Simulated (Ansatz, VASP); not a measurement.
# One calculation of Re, two programs

INCAR

```
SYSTEM = Re
PREC     = Accurate       ! precision mode
ENCUT    = 520            ! plane-wave cutoff, eV
EDIFF    = 1E-7           ! SCF threshold, eV
ISMEAR   = -1             ! smearing method
SIGMA    = 0.08           ! smearing width, eV
LREAL    = .FALSE.        ! projectors in reciprocal space
LASPH    = .TRUE.         ! aspherical terms in the spheres
NELM     = 100            ! most SCF steps
ALGO     = Normal         ! electronic algorithm
ISIF     = 2              ! what is computed and relaxed
LWAVE    = .FALSE.        ! write WAVECAR
LCHARG   = .TRUE.         ! write CHGCAR
GGA      = PE             ! functional
LELF     = .TRUE.         ! ELF
LVHAR    = .TRUE.       
NBANDS   = 10             ! bands
```

File KPOINTS:

```
regular mesh
0
G
  15 15 15
  0 0 0
```

The input POSCAR:

```
Re
1.0
    2.4706808905      0.0000000000      0.0000000000
    0.0000000000      2.4706808905      0.0000000000
    0.0000000000      0.0000000000      2.4706808905
Re
1
Direct
    0.0000000000      0.0000000000      0.0000000000
```

Input for Ansatz:

```yaml
crystal:
  lattice:
    - [2.4706808905, 0.0, 0.0]
    - [0.0, 2.4706808905, 0.0]
    - [0.0, 0.0, 2.4706808905]
  atoms:
    - { symbol: Re, position: [0.0, 0.0, 0.0] }
kpoints:
  mp_grid: { grid: [15, 15, 15] }
scf:
  occupations: { method: fermi_dirac, width: 0.08 }
hamiltonian:
  xc: pbe
  pseudopotentials: { kind: paw }
output:
  forces: true
  stress: true
  eigenvalues: true
  populations: true
```

Change from the starting cell: volume scaled by 0.88, PAW files.

Alike in both runs: task single point; functional PBE; k mesh 15 × 15 × 15; occupations fermi-dirac, width 0.08 eV; no spin polarisation.

```csv
,VASP,Ansatz
version,VASP 6.6.1,Ansatz 0.2.0
potentials or method,"VASP PAW PBE potentials, release 64 (Re)","PAW with Ansatz's default frozen-core files, scalar-relativistic"
plane-wave cutoff (eV),520,420
valence electrons in the cell,7,15
```

|  | VASP | Ansatz | Ansatz less VASP |
| --- | --- | --- | --- |
| pressure (GPa) | 42.2 | 43.4 | +1.21 |

Both programs put the cell under a high pressure, so it lies far from rest at this level. With one functional, cell and mesh, what is left measures potentials, basis and numerics. VASP's potentials hold 7 valence electrons a cell and Ansatz's 15, so a difference there can come from the potentials and not from the codes.

Neither program's run includes spin-orbit coupling.
